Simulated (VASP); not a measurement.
# Fe (Im-3m) in VASP: notebook, part 2 of 2

VASP 6.6.1. The steps go on from the part before.

### 3 Single point, LDA

The input, INCAR:

```
SYSTEM = Fe
ALGO = Normal
EDIFF = 1E-6
ENCUT = 600
GGA = CA
GGA_COMPAT = .False.
ISIF = 2
ISMEAR = -1
LASPH = .True.
LCHARG = .False.
LREAL = .False.
LWAVE = .False.
NBANDS = 10
NELM = 120
PREC = Accurate
SIGMA = 1.0
```

The input, KPOINTS:

```
k-points
0
Gamma
  16 16 16
  0 0 0
```

The input, POSCAR:

```
Fe
1.0
   -1.3498227879      1.3498227879      1.3498227879
    1.3498227879     -1.3498227879      1.3498227879
    1.3498227879      1.3498227879     -1.3498227879
Fe
1
Direct
    0.0000000000      0.0000000000      0.0000000000
```

Potentials or basis: VASP PAW LDA potentials, release 64 (Fe).

Launch:

```sh
> cat potpaw_LDA.64/Fe/POTCAR > POTCAR
> mpirun -np 1 vasp_std > vasp.out
```

OUTCAR:

```text
SYSTEM = Fe
   EDIFF = 1E-6
   ENCUT = 600
   GGA = CA
   ISIF = 2
   ISMEAR = -1
   LASPH = .True.
   LREAL = .False.
   NELM = 120
   PREC = Accurate

 ion  position               nearest neighbor table
   1  0.000  0.000  0.000-

  LATTYP: Found a body centered cubic cell.
 ALAT       =     2.6996455758

  Lattice vectors:

 A1 = (  -1.3498227879,   1.3498227879,   1.3498227879)
 A2 = (   1.3498227879,  -1.3498227879,   1.3498227879)
 A3 = (   1.3498227879,   1.3498227879,  -1.3498227879)

Analysis of symmetry for initial positions (statically):
=====================================================================
 Subroutine PRICEL returns:
 Original cell was already a primitive cell.

 Routine SETGRP: Setting up the symmetry group for a
 body centered cubic supercell.

 Subroutine GETGRP returns: Found 48 space group operations
 (whereof 48 operations were pure point group operations)
 out of a pool of 48 trial point group operations.

The static configuration has the point symmetry O_h .

Analysis of symmetry for dynamics (positions and initial velocities):
=====================================================================
[... 156 lines left out ...]

 val. band max:        7.6571294992   @ k =   0.1875   0.1875   0.1250
 cond. band min:       7.6624427356   @ k =   0.3750   0.1875   0.0625
 fundamental gap:      0.0053132364
 Fermi energy:         7.6620120593

 k-point     1 :       0.0000    0.0000    0.0000
  band No.  band energies     occupation
      1      -1.8707      1.99986
      2       5.6045      1.77341
      3       5.6045      1.77341
      4       5.6045      1.77341
      5       7.5516      1.05514
      6       7.5516      1.05514
      7      33.6736      0.00000
      8      33.6736      0.00000
      9      33.6736      0.00000
     10      39.9993      0.00000
[... 287 lines left out ...]
 k-point    24 :       0.2500    0.1875    0.0000
  band No.  band energies     occupation
      1       2.6912      1.98622
      2       4.3783      1.92773
      3       4.9254      1.87831
      4       7.2406      1.20765
      5       7.9427      0.86057
      6       9.6551      0.23986
      7      21.4239      0.00000
      8      23.5650      0.00000
      9      30.0310      0.00000
     10      35.4133      0.00000

 [... further k-points ...]
[... 5 lines left out ...]
  --------------------------------------------------------------------------------------
  -------------------------------------------------------------------------------------
  Total        2.1980192      2.1980192      2.1980192     -0.0000000      0.0000000      0.0000000
  in kB      357.9742575    357.9742575    357.9742575     -0.0000000      0.0000000      0.0000000
  external PRESSURE =     357.9742575 kB  Pullay stress =       0.0000000 kB

 VOLUME and BASIS-vectors are now :
 -----------------------------------------------------------------------------
  energy-cutoff  :      600.00
  volume of cell :        9.84
      direct lattice vectors                 reciprocal lattice vectors
    -1.349822788  1.349822788  1.349822788     0.000000000  0.370418995  0.370418995
     1.349822788 -1.349822788  1.349822788     0.370418995  0.000000000  0.370418995
     1.349822788  1.349822788 -1.349822788     0.370418995  0.370418995  0.000000000

 POSITION                                       TOTAL-FORCE (eV/Angst)
 -----------------------------------------------------------------------------------
      0.00000      0.00000      0.00000         0.000000     -0.000000     -0.000000
 -----------------------------------------------------------------------------------
    total drift:                                0.000000     -0.000000      0.000000

  FREE ENERGIE OF THE ION-ELECTRON SYSTEM (eV)
  ---------------------------------------------------
  free  energy   TOTEN  =       -11.6845903215 eV

  energy  without entropy=       -7.3995308950  energy(sigma->0) =       -9.54206061
```

OSZICAR:

```text
N       E                     dE             d eps       ncg     rms          rms(c)
DAV:   1     0.180192119198E+02    0.18019E+02   -0.47547E+03  3020   0.124E+03
DAV:   2    -0.122690962004E+02   -0.30288E+02   -0.28254E+02  2920   0.146E+02
DAV:   3    -0.128873162591E+02   -0.61822E+00   -0.61347E+00  3192   0.267E+01
DAV:   4    -0.128902942095E+02   -0.29780E-02   -0.29774E-02  3124   0.167E+00
DAV:   5    -0.128903170410E+02   -0.22832E-04   -0.22830E-04  3166   0.144E-01    0.137E+01
DAV:   6    -0.117898829882E+02    0.11004E+01   -0.80985E+00  3132   0.487E+01    0.338E+00
DAV:   7    -0.117085839465E+02    0.81299E-01   -0.37644E-01  3184   0.107E+01    0.211E+00
DAV:   8    -0.116861949492E+02    0.22389E-01   -0.14790E-02  4340   0.106E+00    0.471E-01
DAV:   9    -0.116845689446E+02    0.16260E-02   -0.68211E-04  3048   0.321E-01    0.631E-02
DAV:  10    -0.116845901661E+02   -0.21221E-04   -0.58983E-06  3272   0.253E-02    0.713E-03
DAV:  11    -0.116845903215E+02   -0.15539E-06   -0.66662E-08  1618   0.226E-03
   1 F= -.11684590E+02 E0= -.95420606E+01  d E =-.428506E+01
```

Wall time 6.3 s (1 thread of Intel Xeon 6975P-C (Granite Rapids), shared host); peak memory 0.13 GiB.

Results:

```yaml
Free_energy: -11.6846 eV
Pressure: 35.8 GPa
Band_gap_on_the_k_mesh: zero (band 4 reaches 8.79 eV, above the bottom of band 5 at 6.46 eV)
```

Levels at points of the mesh, in eV from the Fermi level:
```tsv
k point	band 1	band 2	band 3	band 4	band 5	band 6	band 7	band 8
(0.00, 0.00, 0.00)	-9.53	-2.06	-2.06	-2.06	-0.11	-0.11	26.01	26.01
(0.50, 0.00, 0.00)	-5.51	-3.52	-0.12	0.18	0.28	1.49	9.10	19.28
(0.50, 0.50, 0.50)	-5.29	-5.29	1.13	1.13	1.13	10.79	10.79	10.79
```

Caveat: the run has no spin polarisation, though such a crystal can be magnetic.

### 4 Single point, LDA

The input, INCAR:

```
SYSTEM = Fe
PREC = Accurate
ENCUT = 600
EDIFF = 1E-6
ISMEAR = 0
SIGMA = 0.01
LREAL = .False.
LASPH = .True.
NELM = 120
ALGO = Normal
ISIF = 2
LWAVE = .False.
LCHARG = .False.
GGA = CA
NBANDS = 10
GGA_COMPAT = .False.
```

The input, KPOINTS:

```
regular mesh
0
Gamma
  16 16 16
  0 0 0
```

POSCAR is that of step 3.

Launch:

```sh
> cat potpaw_LDA.64/Fe/POTCAR > POTCAR
> mpirun -np 1 vasp_std > vasp.out
```

Wall time 6.4 s (1 thread of Intel Xeon 6975P-C (Granite Rapids), shared host); peak memory 0.13 GiB.

Results (log left out):

```yaml
Free_energy: -8.9780 eV
Pressure: -1.5 GPa
Band_gap_on_the_k_mesh: zero (band 4 reaches 8.50 eV, above the bottom of band 5 at 6.21 eV)
```

Levels at points of the mesh, in eV from the Fermi level:
```
           k point  band 1  band 2  band 3  band 4  band 5  band 6  band 7  band 8
(0.00, 0.00, 0.00)   -9.23   -1.97   -1.97   -1.97   -0.08   -0.08   26.36   26.36
(0.50, 0.00, 0.00)   -5.32   -3.41   -0.08    0.21    0.57    1.51    9.24   19.60
(0.50, 0.50, 0.50)   -5.14   -5.14    1.16    1.16    1.16   11.07   11.07   11.07
```

Caveat: the run has no spin polarisation, though such a crystal can be magnetic. Spin polarisation is off, so any magnetic state and its effect on volume and gap are missing.

### 5 Single point, LDA

The input, INCAR:

```
ALGO     = Normal         # electronic algorithm
EDIFF    = 1E-6           # SCF threshold, eV
ENCUT    = 600            # plane-wave cutoff, eV
GGA      = CA             # functional
GGA_COMPAT= F            
ISIF     = 2              # what is computed and relaxed
ISMEAR   = 0              # smearing method
LASPH    = T              # aspherical terms in the spheres
LCHARG   = F              # write CHGCAR
LREAL    = F              # projectors in reciprocal space
LWAVE    = F              # write WAVECAR
NBANDS   = 10             # bands
NELM     = 120            # most SCF steps
PREC     = Accurate       # precision mode
SIGMA    = 0.03           # smearing width, eV
```

The input, KPOINTS:

```
k-points
0
Gamma
  16 16 16
```

POSCAR is that of step 4.

Launch:

```sh
> cat potpaw_LDA.64/Fe/POTCAR > POTCAR
> mpirun -np 1 vasp_std > vasp.out
```

Wall time 6.5 s (1 thread of Intel Xeon 6975P-C (Granite Rapids), shared host); peak memory 0.13 GiB.

The run converged. Its results:

```yaml
Free_energy: -8.9787 eV
Pressure: -1.5 GPa
Band_gap_on_the_k_mesh: zero (band 4 reaches 8.50 eV, above the bottom of band 5 at 6.21 eV)
```

Levels at points of the mesh, in eV from the Fermi level:
```
           k point  band 2  band 3  band 4  band 5  band 6  band 7
(0.00, 0.00, 0.00)   -1.97   -1.97   -1.97   -0.08   -0.08   26.35
(0.50, 0.00, 0.00)   -3.41   -0.08    0.20    0.57    1.51    9.24
(0.50, 0.50, 0.50)   -5.15    1.16    1.16    1.16   11.07   11.07
```

Caveat: the run has no spin polarisation, though such a crystal can be magnetic.

### 6 The runs side by side

| smearing | gap on the mesh (eV) | pressure (GPa) |
| --- | --- | --- |
| fermi-dirac 0.6 eV | none | 16.5 |
| fermi-dirac 1 eV | none | 35.8 |
| gaussian 0.01 eV | none | -1.5 |
| gaussian 0.03 eV | none | -1.5 |

Alike in all rows: task single point; level LDA; potentials or basis VASP PAW LDA potentials, release 64 (Fe); no spin polarisation; cell as given; k mesh 16 × 16 × 16; cutoff (eV) 600.

Every run on the cell as given and a fine mesh finds a metal.

Caveats: the run has no spin polarisation, though such a crystal can be magnetic.

Total energies depend on the potentials used, so only differences within one code and one set of settings carry meaning.
